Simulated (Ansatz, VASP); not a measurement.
# CaO in VASP and in Ansatz

```
Ca O
1.0
     0.00000    2.39755    2.47691
     2.39755    0.00000    2.47691
     2.39755    2.39755    0.00000
Ca O
1 1
Cartesian
  0.0000 0.0000 0.0000
  2.3976 2.3976 2.4769
```

Change from the starting cell: uniaxial_z strain +3.3%.

Alike in both runs: task single point; functional PBE; k mesh 10 × 10 × 10; occupations fermi-dirac, width 0.02 eV; no spin polarisation.

```csv
,VASP,Ansatz
version,VASP 6.6.1,Ansatz 0.2.0
potentials or method,"VASP PAW PBE potentials, release 64 (Ca_sv, O)","plane waves, PAW"
plane-wave cutoff (eV),520,420
valence electrons in the cell,16,16
```

|  | VASP | Ansatz | Ansatz less VASP |
| --- | --- | --- | --- |
| gap on the k mesh at the Fermi level (eV) | 3.59 | 3.61 | +0.020 |
| pressure (GPa) | -0.3 | -0.8 | -0.51 |
| traceless stress, the component that is largest in VASP (GPa) | -2.91 | -2.78 | +0.137 |

The functional is the same, so the differences come from potentials, cutoffs and numerics.
